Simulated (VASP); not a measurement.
Input of a VASP 6.6.1 run:

The input POSCAR:

```
RbBr
1.0
    0.0000000000      3.4608318259      3.4608318259
    3.4608318259      0.0000000000      3.4608318259
    3.4608318259      3.4608318259      0.0000000000
Rb Br
1 1
Direct
    0.0000000000      0.0000000000      0.0000000000
    0.5000000000      0.5000000000      0.5000000000
```

The input INCAR.step1:

```
SYSTEM = RbBr
PREC = Accurate ; ENCUT = 520
EDIFF = 1E-5 ; ISMEAR = 0
SIGMA = 0.01 ; LREAL = .FALSE.
LASPH = .TRUE. ; NELM = 60
ALGO = Normal ; ISIF = 2
LWAVE = .TRUE. ; LCHARG = .FALSE.
GGA = PE ; NBANDS = 15
```

The input INCAR.step2:

```
SYSTEM = RbBr
PREC = Accurate ; ENCUT = 520
EDIFF = 1E-6 ; ISMEAR = 0
SIGMA = 0.01 ; LREAL = .FALSE.
LASPH = .TRUE. ; NELM = 60
ALGO = Normal ; ISIF = 2
LWAVE = .FALSE. ; LCHARG = .FALSE.
GGA = PE ; LHFCALC = .TRUE.
AEXX = 0.25 ; PRECFOCK = Normal
ISTART = 1 ; NBANDS = 15
```

The input KPOINTS:

```
Automatic mesh
0
G
  4 4 4
  0 0 0
```

Potentials or basis: VASP PAW PBE potentials, release 64 (Rb_sv, Br).

The run is started by

```console
$ cat potpaw_PBE.64/Rb_sv/POTCAR potpaw_PBE.64/Br/POTCAR > POTCAR
$ cp INCAR.step1 INCAR
$ mpirun -np 1 vasp_std > vasp.out
$ cp INCAR.step2 INCAR
$ mpirun -np 1 vasp_std > vasp.out
```

**Question.** Predict the pressure.

**Answer.** 0.3 GPa.

**Question.** What does it give for the band gap on the k mesh?

**Answer.** 6.17 eV.

Caveat: the PAW data sets were made with another functional, which shifts forces and pressure a little.
